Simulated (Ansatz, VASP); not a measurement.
# HPbNO4: VASP beside Ansatz

```
CELL_PARAMETERS angstrom
4.20407 0.00000 0.00000
2.02172 3.83952 0.00000
2.04686 1.27900 6.28132
ATOMIC_POSITIONS crystal
H 0.89145 0.68202 0.62796
Pb 0.14426 0.92872 0.88352
N 0.25670 0.28861 0.30171
O 0.83108 0.65056 0.78405
O 0.38694 0.22380 0.11295
O 0.31104 0.03576 0.45856
O 0.07726 0.60633 0.32275
```

Alike in both runs: functional revPBE; k mesh 7 × 7 × 5; occupations fermi-dirac, width 0.05 eV; no spin polarisation.

```csv
,VASP,Ansatz
version,VASP 6.6.1,Ansatz 0.2.0
potentials or method,"VASP PAW PBE potentials, release 64 (H, Pb_d, N, O)",Ansatz PAW
plane-wave cutoff (eV),520,420
valence electrons in the cell,44,44
task,single point,band structure
```

|  | VASP | Ansatz | Ansatz less VASP |
| --- | --- | --- | --- |
| gap on the k mesh at the Fermi level (eV) | 2.84 | 2.86 | +0.026 |
| least direct gap on the mesh (eV) | 2.86 | 2.89 | +0.026 |
| pressure (GPa) | 2.6 | 2.1 | -0.56 |
| traceless stress, the component that is largest in VASP (GPa) | -1.25 | -0.46 | +0.795 |
| rms of the force components (eV/Å) | 0.212 | 0.075 | -0.1369 |

VASP's potentials were made for PBE, not for revPBE. Atom by atom the forces differ by 0.149 eV/Å (rms over components). One of these differences is far larger than is usual between the two programs; its cause wasn't traced.

Neither program's run includes spin-orbit coupling. Noted on VASP's run: the standard files for N, O and F lose accuracy on very short bonds.
